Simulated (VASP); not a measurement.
Write the native input for VASP 6.6.1 that does the following.

| Item | Value |
| --- | --- |
| Task | single point |
| Functional | PBEsol |
| Potentials or basis | VASP PAW PBE potentials, release 64 (V_sv) |
| Cutoff | 520 eV |
| k mesh | 20 × 20 × 20 |
| Occupations | gaussian, width 0.1 eV |
| Spin | no spin polarisation |
| Dipole correction | no |
| Further INCAR settings | ALGO = Normal; EDIFF = 1e-07; NBANDS = 12 |

The structure of V lies in POSCAR:

```
V
1.0
   -1.4794223151      1.4794223151      1.4794223151
    1.4794223151     -1.4794223151      1.4794223151
    1.4794223151      1.4794223151     -1.4794223151
V
1
Direct
    0.0000000000      0.0000000000      0.0000000000
```

One way to write it, as run:

INCAR

```
ALGO = Normal ; EDIFF = 1E-7
ENCUT = 520 ; GGA = PS
ISIF = 2 ; ISMEAR = 0
LASPH = True ; LCHARG = False
LREAL = False ; LWAVE = False
NBANDS = 12 ; NELM = 60
PREC = Accurate ; SIGMA = 0.1
```

KPOINTS

```
k-points
0
Gamma
  20 20 20
```

Potentials or basis: VASP PAW PBE potentials, release 64 (V_sv).

Launch:

```console
$ cat potpaw_PBE.64/V_sv/POTCAR > POTCAR
$ mpirun -np 1 vasp_std > vasp.out
```

It gave:

The pressure is 0.2 GPa and the band gap on the k mesh is zero (an odd number of electrons rules out a gap without spin polarisation).

Caveat: the PAW data sets were made with another functional, which shifts forces and pressure a little.

Wall time 38 s on 1 thread of Intel Xeon 8259CL, with other jobs on the host, peak memory 0.15 GiB.
